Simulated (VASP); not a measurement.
Here is a VASP 6.6.1 calculation.

File INCAR:

```
PREC = Accurate
ENCUT = 520
EDIFF = 1E-6
ISMEAR = 0
SIGMA = 0.1
LREAL = False
LASPH = True
NELM = 80
ALGO = Normal
ISIF = 2
LWAVE = False
LCHARG = False
GGA = CA
NBANDS = 16
```

Contents of KPOINTS:

```
regular mesh
0
Gamma
  12 12 12
```

Contents of POSCAR:

```
GaAs
1.0
    0.0000000000      2.8016907857      2.8016907857
    2.8016907857      0.0000000000      2.8016907857
    2.8016907857      2.8016907857      0.0000000000
Ga As
1 1
Direct
    0.0000000000      0.0000000000      0.0000000000
    0.7500000000      0.7500000000      0.7500000000
```

Potentials or basis: VASP PAW LDA potentials, release 64 (Ga_d, As).

Launch:

```bash
$ cat potpaw_LDA.64/Ga_d/POTCAR potpaw_LDA.64/As/POTCAR > POTCAR
$ mpirun -np 1 vasp_std > vasp.out
```

Question: Estimate the band gap on the k mesh.

Answer: 0.54 eV, direct.

Question: Estimate the pressure.

Answer: 0.3 GPa.

A k mesh can miss the band edges. A hybrid or GW would open this gap; LDA tends to underestimate it.
